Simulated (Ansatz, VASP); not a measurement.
**ScW: VASP beside Ansatz**

File INCAR:

```
PREC = Accurate
ENCUT = 520
EDIFF = 1E-6
ISMEAR = 0
SIGMA = 0.1
LREAL = F
LASPH = T
NELM = 60
ALGO = Normal
ISIF = 2
LWAVE = F
LCHARG = F
GGA = PE
NBANDS = 20
```

KPOINTS

```
Automatic mesh
0
Gamma
  6 6 4
```

Contents of POSCAR:

```
ScW
1.0
    3.0439793960      0.0000000000      0.0000000000
    0.0000000000      3.0439793960      0.0000000000
    0.0000000000      0.0000000000      3.9897872797
Sc W
1 1
Direct
    0.5000000000      0.5000000000      0.5000000000
    0.0000000000      0.0000000000      0.0000000000
```

Input for Ansatz:

```yaml
crystal:
  lattice:
    - [3.043979396, 0.0, 0.0]
    - [0.0, 3.043979396, 0.0]
    - [0.0, 0.0, 3.9897872797]
  atoms:
    - { symbol: Sc, position: [0.5, 0.5, 0.5] }
    - { symbol: W, position: [0.0, 0.0, 0.0] }
basis:
  ecutwfc: 420
kpoints:
  mp_grid: { grid: [6, 6, 4] }
hamiltonian:
  xc: pbe
scf:
  occupations: { method: gaussian, width: 0.1 }
  lower_state_search: "off"
output:
  forces: true
  stress: true
  eigenvalues: true
```

Alike in both runs: task single point; functional PBE; k mesh 6 × 6 × 4; occupations gaussian, width 0.1 eV; no spin polarisation.

|  | VASP | Ansatz |
| --- | --- | --- |
| version | VASP 6.6.1 | Ansatz 0.2.0 |
| potentials or method | VASP PAW PBE potentials, release 64 (Sc_sv, W_sv), cutoff 520 eV | scalar-relativistic, plane waves, PAW |
| valence electrons in the cell | 25 | 25 |

```csv
,VASP,Ansatz,Ansatz less VASP
gap on the k mesh at the Fermi level (eV),none,none,-
pressure (GPa),1.6,1.4,-0.21
"traceless stress, the component that is largest in VASP (GPa)",4.45,4.42,-0.030
```

A gap of «none» marks a metal or a gap that the smearing closes. The functional is the same, so the differences come from potentials, cutoffs and numerics.

The k mesh is coarse, so the values compare programs but aren't converged. Spin-orbit coupling is off throughout.
